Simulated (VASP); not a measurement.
# SiC (P6_3mc) in VASP: further runs, part 2 of 2

VASP 6.6.1. The steps go on from the part before.

### 4 Single point, LDA (film at in-plane strain +0.02)

Contents of INCAR:

```
SYSTEM = SiC
  PREC = Accurate
  ENCUT = 520
  EDIFF = 1E-6
  ISMEAR = 0
  SIGMA = 0.01
  LREAL = .FALSE.
  LASPH = .TRUE.
  NELM = 80
  ALGO = Normal
  ISIF = 2
  LWAVE = .FALSE.
  LCHARG = .TRUE.
  LELF = .TRUE.
  LVHAR = .TRUE.
  NBANDS = 16
```

Contents of KPOINTS:

```
Automatic mesh
0
G
  8 8 4
  0 0 0
```

Contents of POSCAR:

```
SiC
1.0
    3.1174890973      0.0000000000      0.0000000000
   -1.5587445487      2.6998247543      0.0000000000
    0.0000000000      0.0000000000      4.9954595954
Si C
2 2
Direct
    0.3333333333      0.6666666667      0.0033298325
    0.6666666667      0.3333333333      0.5033298325
    0.3333333333      0.6666666667      0.3816701675
    0.6666666667      0.3333333333      0.8816701675
```

Command:

```
> cat potpaw_LDA.64/Si/POTCAR potpaw_LDA.64/C/POTCAR > POTCAR
> mpirun -np 1 vasp_std > vasp.out
```

It took 17 s on 1 thread of Intel Xeon Platinum 8259CL at 2.50GHz (Skylake/Cascade Lake), shared host; peak memory 0.14 GiB.

Results (log left out):

```yaml
Free_energy: -33.2191 eV
Pressure: -7.3 GPa
Band_gap_on_the_k_mesh: 2.42 eV, indirect (least direct gap 3.64 eV)
```

Stress tensor (GPa, compression positive):
```
-11.12   0.00   0.00
  0.00 -11.12   0.00
  0.00   0.00   0.44
```

Levels at points of the mesh, in eV from the valence-band top:
| k point | band 4 | band 5 | band 6 | band 7 | band 8 | band 9 | band 10 | band 11 | band 12 | band 13 |
| --- | --- | --- | --- | --- | --- | --- | --- | --- | --- | --- |
| (0.00, 0.00, 0.00) | -1.52 | -1.52 | -0.10 | -0.10 | 0.00 | 4.20 | 6.22 | 6.22 | 6.26 | 7.61 |
| (0.50, 0.00, 0.00) | -6.16 | -5.43 | -3.47 | -3.29 | -1.23 | 2.42 | 4.25 | 6.62 | 6.89 | 10.12 |
| (0.00, 0.00, 0.50) | -4.21 | -0.87 | -0.87 | -0.87 | -0.87 | 5.37 | 5.37 | 6.94 | 6.94 | 6.94 |
| (0.50, 0.00, 0.50) | -8.26 | -2.56 | -2.56 | -2.22 | -2.22 | 3.19 | 3.19 | 5.13 | 5.13 | 10.18 |

Caveat: the cell differs from its parent crystal (film at in-plane strain +0.02).

### 5 Single point, LDA

This run uses another cell than the first one, of 10.14 Å³/atom, 0.965 times its volume.

Contents of INCAR:

```
PREC = Accurate
ENCUT = 520
EDIFF = 1E-7
ISMEAR = -1
SIGMA = 0.08
LREAL = F
LASPH = T
NELM = 60
ALGO = Normal
ISIF = 2
LWAVE = F
LCHARG = F
GGA = CA
NBANDS = 16
```

Contents of KPOINTS:

```
Automatic mesh
0
Gamma
  12 12 6
```

Contents of POSCAR:

```
SiC
1.0
    3.0563618601      0.0000000000      0.0000000000
   -1.5281809301      2.6468870140      0.0000000000
    0.0000000000      0.0000000000      5.0159135139
Si C
2 2
Direct
    0.3333333333      0.6666666667      0.0045956273
    0.6666666667      0.3333333333      0.5045956273
    0.3333333333      0.6666666667      0.3804043727
    0.6666666667      0.3333333333      0.8804043727
```

Command:

```
> cat potpaw_LDA.64/Si/POTCAR potpaw_LDA.64/C/POTCAR > POTCAR
> mpirun -np 1 vasp_std > vasp.out
```

Wall time 55 s (1 thread of Intel Xeon Platinum 8259CL at 2.50GHz (Skylake/Cascade Lake), shared host); peak memory 0.16 GiB.

It converged, with:

* Free energy: -33.2759 eV
* Pressure: 0.4 GPa
* Band gap on the k mesh: 2.12 eV, indirect (least direct gap 3.91 eV)

Levels at points of the mesh, in eV from the valence-band top:
```tsv
k point	band 6	band 7	band 8	band 9	band 10	band 11
(0.00, 0.00, 0.00)	-0.11	0.00	0.00	4.92	6.42	6.67
(0.50, 0.00, 0.00)	-3.37	-3.36	-1.20	2.71	4.16	6.96
(0.00, 0.00, 0.50)	-0.72	-0.72	-0.72	6.00	6.00	7.35
(0.50, 0.00, 0.50)	-2.48	-2.35	-2.35	3.25	3.25	5.23
```

A k mesh can miss the band edges. As with any semilocal functional, this LDA gap is likely too small.

### 6 Relaxation of cell and atoms, LDA

This run uses another cell than the first one, of 10.34 Å³/atom, 0.984 times its volume.

Contents of INCAR:

```
  PREC = Accurate
  ENCUT = 600
  EDIFF = 1E-6
  ISMEAR = -1
  SIGMA = 0.08
  LREAL = F
  LASPH = T
  NELM = 60
  ALGO = Normal
  ISIF = 3
  LWAVE = F
  LCHARG = F
  IBRION = 2
  NSW = 100
  EDIFFG = -0.002
```

Contents of KPOINTS:

```
regular mesh
0
Gamma
  12 12 6
```

Contents of POSCAR:

```
SiC
1.0
    3.0760000000      0.0000000000      0.0000000000
   -1.5380000000      2.6638941420      0.0000000000
    0.0000000000      0.0000000000      5.0480000000
Si C
2 2
Direct
    0.3333333333      0.6666666667      0.0000000000
    0.6666666667      0.3333333333      0.5000000000
    0.3333333333      0.6666666667      0.3850000000
    0.6666666667      0.3333333333      0.8850000000
```

Potentials or basis: VASP PAW LDA potentials, release 64 (Si, C).

Command:

```
> cat potpaw_LDA.64/Si/POTCAR potpaw_LDA.64/C/POTCAR > POTCAR
> mpirun -np 1 vasp_std > vasp.out
```

Wall time 3.7 min (1 thread of Intel Xeon Platinum 8259CL at 2.50GHz (Skylake/Cascade Lake), shared host); peak memory 0.18 GiB.

Results (log left out):

- Free energy: -33.2812 eV
- Relaxed volume: 10.16 Å³/atom
- Relaxed cell: a = 3.057 Å, b = 3.057 Å, c = 5.018 Å, α = 90.00°, β = 90.00°, γ = 120.00°
- Space group after relaxing (to 0.05 Å): P6_3mc (No. 186)
- Energy gained by relaxing: 11.1 meV/atom
- Ionic steps: 8
- Pressure after relaxing: 0.0 GPa
- Band gap on the k mesh: 2.12 eV, indirect (least direct gap 3.91 eV)

Step by step:
```
step  energy change (eV)  largest force (eV/Å)  pressure (GPa)  volume (Å³)
   1              0.0000                0.7346           -3.74        41.36
   2             -0.0074                0.6671            4.26        39.93
   3             -0.0419                0.0779            0.20        40.58
   4             -0.0419                0.0626            0.29        40.57
   5             -0.0445                0.0131            0.16        40.59
   6             -0.0446                0.0023            0.18        40.59
   7             -0.0446                0.0019           -0.15        40.65
   8             -0.0446                0.0000            0.00        40.62
```

Final structure:
```
Si C
1.0
     3.05740    0.00000    0.00000
    -1.52870    2.64779    0.00000
     0.00000    0.00000    5.01788
Si C
2 2
Direct
  0.33333 0.66667 0.00460
  0.66667 0.33333 0.50460
  0.33333 0.66667 0.38040
  0.66667 0.33333 0.88040
```

Levels at points of the mesh, in eV from the valence-band top:
```tsv
k point	band 4	band 5	band 6	band 7	band 8	band 9	band 10	band 11	band 12
(0.00, 0.00, 0.00)	-1.32	-1.32	-0.12	0.00	0.00	4.92	6.41	6.66	6.66
(0.50, 0.00, 0.00)	-6.32	-5.51	-3.37	-3.36	-1.20	2.71	4.16	6.95	7.11
(0.00, 0.00, 0.50)	-4.45	-0.72	-0.72	-0.72	-0.72	5.99	5.99	7.34	7.34
(0.50, 0.00, 0.50)	-8.36	-2.47	-2.47	-2.35	-2.35	3.25	3.25	5.23	5.23
```

### 7 Overview

```csv
task,cell,k mesh,cutoff (eV),smearing,gap on the mesh (eV),pressure (GPa)
single point,"a = 3.117, b = 3.117, c = 4.995 Å, angles 90.0, 90.0, 120.0°, 4 atoms",8 × 8 × 4,520,gaussian 0.01 eV,2.42,-7.3
single point,"a = 3.117, b = 3.117, c = 4.956 Å, angles 90.0, 90.0, 120.0°, 4 atoms",8 × 8 × 4,520,gaussian 0.01 eV,2.43,-5.4
single point,"a = 3.056, b = 3.056, c = 5.016 Å, angles 90.0, 90.0, 120.0°, 4 atoms",12 × 12 × 6,520,fermi-dirac 0.08 eV,2.12,0.4
relaxation of cell and atoms,"relaxed from a = 3.076, b = 3.076, c = 5.048 Å, angles 90.0, 90.0, 120.0°, 4 atoms",12 × 12 × 6,600,fermi-dirac 0.08 eV,2.12,0.0
```

Alike in all rows: level LDA; potentials or basis VASP PAW LDA potentials, release 64 (Si, C); no spin polarisation.

Total energies depend on the potentials used, so only differences within one code and one set of settings carry meaning.
